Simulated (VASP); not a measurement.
# CdS (F-43m) in VASP: further runs, part 2 of 2

VASP 6.6.1. Earlier steps stand in the parts before.

### 4 Single point, HSE06

This run uses another cell than the first one, of 25.55 Å³/atom.

POSCAR

```
CdS
1.0
    0.0000000000      2.9453485066      2.9453485066
    2.9453485066      0.0000000000      2.9453485066
    2.9453485066      2.9453485066      0.0000000000
Cd S
1 1
Direct
    0.0000000000      0.0000000000      0.0000000000
    0.2500000000      0.2500000000      0.2500000000
```

INCAR.step1

```
SYSTEM = CdS
  PREC = Accurate
  ENCUT = 520
  EDIFF = 1E-5
  ISMEAR = -1
  SIGMA = 0.02
  LREAL = .False.
  LASPH = .True.
  NELM = 80
  ALGO = Normal
  ISIF = 2
  LWAVE = .True.
  NBANDS = 16
  GGA = PE
```

INCAR.step2

```
SYSTEM = CdS
  PREC = Accurate
  ENCUT = 520
  EDIFF = 1E-6
  ISMEAR = -1
  SIGMA = 0.02
  LREAL = .False.
  LASPH = .True.
  NELM = 80
  ALGO = Normal
  ISIF = 2
  LWAVE = .False.
  LCHARG = .True.
  GGA = PE
  LHFCALC = .True.
  HFSCREEN = 0.2079
  PRECFOCK = Normal
  LELF = .True.
  LVHAR = .True.
  NBANDS = 16
  ISTART = 1
```

KPOINTS

```
Automatic mesh
0
Gamma
  4 4 4
  0 0 0
```

Potentials or basis: VASP PAW PBE potentials, release 64 (Cd, S).

The run is started by

```sh
$ cat potpaw_PBE.64/Cd/POTCAR potpaw_PBE.64/S/POTCAR > POTCAR
$ cp INCAR.step1 INCAR
$ mpirun -np 1 vasp_std > vasp.out
$ cp INCAR.step2 INCAR
$ mpirun -np 1 vasp_std > vasp.out
```

OUTCAR:

```text
SYSTEM = CdS
   PREC = Accurate
   ENCUT = 520
   EDIFF = 1E-6
   ISMEAR = -1
   LREAL = .False.
   LASPH = .True.
   NELM = 80
   ISIF = 2
   GGA = PE
   LHFCALC = .True.
   HFSCREEN = 0.2079
   PRECFOCK = Normal
   ISTART = 1

 ion  position               nearest neighbor table
   1  0.000  0.000  0.000-   2 2.55   2 2.55   2 2.55   2 2.55
   2  0.250  0.250  0.250-   1 2.55   1 2.55   1 2.55   1 2.55

  LATTYP: Found a face centered cubic cell.
 ALAT       =     5.8906970132

  Lattice vectors:

 A1 = (   0.0000000000,   2.9453485066,   2.9453485066)
 A2 = (   2.9453485066,   0.0000000000,   2.9453485066)
 A3 = (   2.9453485066,   2.9453485066,   0.0000000000)

Analysis of symmetry for initial positions (statically):
=====================================================================
 Subroutine PRICEL returns:
 Original cell was already a primitive cell.

 Routine SETGRP: Setting up the symmetry group for a
 face centered cubic supercell.

 Subroutine GETGRP returns: Found 24 space group operations
 (whereof 24 operations were pure point group operations)
 out of a pool of 48 trial point group operations.

The static configuration has the point symmetry T_d .

Analysis of symmetry for dynamics (positions and initial velocities):
=====================================================================
 Subroutine PRICEL returns:
 Original cell was already a primitive cell.

 Routine SETGRP: Setting up the symmetry group for a
 face centered cubic supercell.

 Subroutine GETGRP returns: Found 24 space group operations
 (whereof 24 operations were pure point group operations)
 out of a pool of 48 trial point group operations.

The dynamic configuration has the point symmetry T_d .

 Subroutine INISYM returns: Found 24 space group operations
 (whereof 24 operations are pure point group operations),
 and found     1 'primitive' translations
[... 101 lines left out ...]
  Thomas-Fermi vector in A             =   2.292785
   LORBIT       =      0    0 simple, 1 ext, 2 COOP (PROOUT), +10 PAW based schemes
   GGA     = PE    functional components
   LHFCALC =     T    Hartree Fock is set to
   PRECFOCK=normal    Normal, Fast or Accurate (Low or Medium for compatibility)
   ENCUT4O =  -1.0   cutoff for four orbital integrals eV
   NKREDX  =     1    reduce k-point grid by
   NKREDY  =     1    reduce k-point grid by
   NKREDZ  =     1    reduce k-point grid by
   AEXX    =    0.2500 exact exchange contribution
   HFSCREEN=    0.2079 screening length (either q_TF or 0.3 A-1)
   HFSCREENC=   0.2079 screening length for correlation (either q_TF or 0.3 A-1)
   ENCUTFOCK=  -1.0 apply spherical cutoff to Coloumb kernel
   IVDW    =     0    specifies the selected vdW correction
   LEPSILON=     F    determine dielectric tensor
   LRPA    =     F    only Hartree local field effects (RPA)
 non-spin polarized calculation
  energy-cutoff  :      520.00
  volume of cell :       51.10
 maximum number of plane-waves:      1384
 NGX is ok and might be reduce to    32
  NGX = 24; NGY = 24; NGZ = 24

 number of electron      18.0000004 magnetization

 Free energy of the ion-electron system (eV)
  ---------------------------------------------------
  ext. energy  EPLUGINS =         0.00000000
  ---------------------------------------------------
  free energy    TOTEN  =        -7.59791427 eV

  energy without entropy =       -7.59791427  energy(sigma->0) =       -7.59791427

 E-fermi :   0.9285     XC(G=0):  -7.4787

 val. band max:        0.4293023310   @ k =   0.0000   0.0000   0.0000
 cond. band min:       2.5356208355   @ k =   0.0000   0.0000   0.0000
 fundamental gap:      2.1063185045
 Fermi energy:         0.9284784667

 k-point     1 :       0.0000    0.0000    0.0000
  band No.  band energies     occupation
      1     -12.9356      2.00000
      2      -8.3407      2.00000
      3      -8.3407      2.00000
      4      -8.3406      2.00000
      5      -7.8973      2.00000
      6      -7.8973      2.00000
[... 129 lines left out ...]
      3      -8.1138      2.00000
      4      -7.9381      2.00000
      5      -7.8875      2.00000
      6      -7.2603      2.00000
[... 8 lines left out ...]
     15      14.8533      0.00000
     16      15.1626      0.00000

------------------------ aborting loop because EDIFF is reached ----------------------------------------

  FORCE on cell =-STRESS in cart. coord.  units (eV):
  Direction    XX          YY          ZZ          XY          YZ          ZX
  --------------------------------------------------------------------------------------
  -------------------------------------------------------------------------------------
  Total        0.0793497      0.0793497      0.0793497      0.0000000      0.0000000      0.0000000
  in kB        2.4878034      2.4878034      2.4878034      0.0000000      0.0000000      0.0000000
  external PRESSURE =       2.4878034 kB  Pullay stress =       0.0000000 kB

 VOLUME and BASIS-vectors are now :
 -----------------------------------------------------------------------------
  energy-cutoff  :      520.00
  volume of cell :       51.10
      direct lattice vectors                 reciprocal lattice vectors
     0.000000000  2.945348507  2.945348507    -0.169759198  0.169759198  0.169759198
     2.945348507  0.000000000  2.945348507     0.169759198 -0.169759198  0.169759198
     2.945348507  2.945348507  0.000000000     0.169759198  0.169759198 -0.169759198

 POSITION                                       TOTAL-FORCE (eV/Angst)
 -----------------------------------------------------------------------------------
      0.00000      0.00000      0.00000         0.000000     -0.000000      0.000000
      1.47267      1.47267      1.47267        -0.000000      0.000000     -0.000000
 -----------------------------------------------------------------------------------
    total drift:                                0.000095      0.000113      0.000067

  FREE ENERGIE OF THE ION-ELECTRON SYSTEM (eV)
  ---------------------------------------------------
  free  energy   TOTEN  =        -7.5979142653 eV

  energy  without entropy=       -7.5979142653  energy(sigma->0) =       -7.59791427
```

OUTCAR.step1:

```text
SYSTEM = CdS
   PREC = Accurate
   ENCUT = 520
   EDIFF = 1E-5
   ISMEAR = -1
   LREAL = .False.
[... 355 lines left out ...]
      0.00000      0.00000      0.00000         0.000000      0.000000     -0.000000
      1.47267      1.47267      1.47267        -0.000000     -0.000000      0.000000
 -----------------------------------------------------------------------------------
    total drift:                               -0.000000     -0.000000     -0.000000

  FREE ENERGIE OF THE ION-ELECTRON SYSTEM (eV)
  ---------------------------------------------------
  free  energy   TOTEN  =        -6.1103711790 eV

  energy  without entropy=       -6.1103711790  energy(sigma->0) =       -6.11037118
```

Run time: 19 min. Hardware: 1 thread of Intel Xeon 8259CL, shared host; peak memory 0.25 GiB.

Results:

```yaml
Free_energy: -7.5979 eV
Pressure: 0.2 GPa
Band_gap_on_the_k_mesh: 2.11 eV
```

Levels at points of the mesh, in eV from the valence-band top:
```csv
k point,band 7,band 8,band 9,band 10,band 11,band 12
"(0.00, 0.00, 0.00)",0.00,0.00,0.00,2.11,7.70,7.70
"(0.50, 0.00, 0.00)",-4.50,-0.76,-0.76,4.06,8.14,8.14
"(0.50, 0.50, 0.00)",-4.08,-1.90,-1.90,4.49,5.43,10.41
```

Caveat: the k points lie up to 0.46 Å⁻¹ apart; the PAW data sets were made with another functional, which shifts forces and pressure a little.

### 5 The runs side by side

```csv
level,spin,cell,k mesh,smearing,grid for exact exchange (PRECFOCK),share of exact exchange,screening parameter,pressure (GPa),moment (μB)
HSE06,"non-collinear, zero start, SOC","a = 4.157 Å, angles 60.0°, 2 atoms",4 × 4 × 4,gaussian 0.01 eV,Normal,0.25,0.2079 1/Å,0.6,0.00
PBE,"non-collinear, zero start, SOC","a = 4.157 Å, angles 60.0°, 2 atoms",8 × 8 × 8,fermi-dirac 0.02 eV,-,-,-,1.7,0.00
HSE06,off,"a = 4.165 Å, angles 60.0°, 2 atoms",4 × 4 × 4,fermi-dirac 0.02 eV,Normal,0.25,0.2079 1/Å,0.2,-
```

Alike in all rows: task single point; potentials or basis VASP PAW PBE potentials, release 64 (Cd, S); cutoff (eV) 520.

Caveats: some runs use coarse meshes; the PAW data sets were made with another functional, which shifts forces and pressure a little (at least some runs).

Total energies depend on the potentials used, so only differences within one code and one set of settings carry meaning.
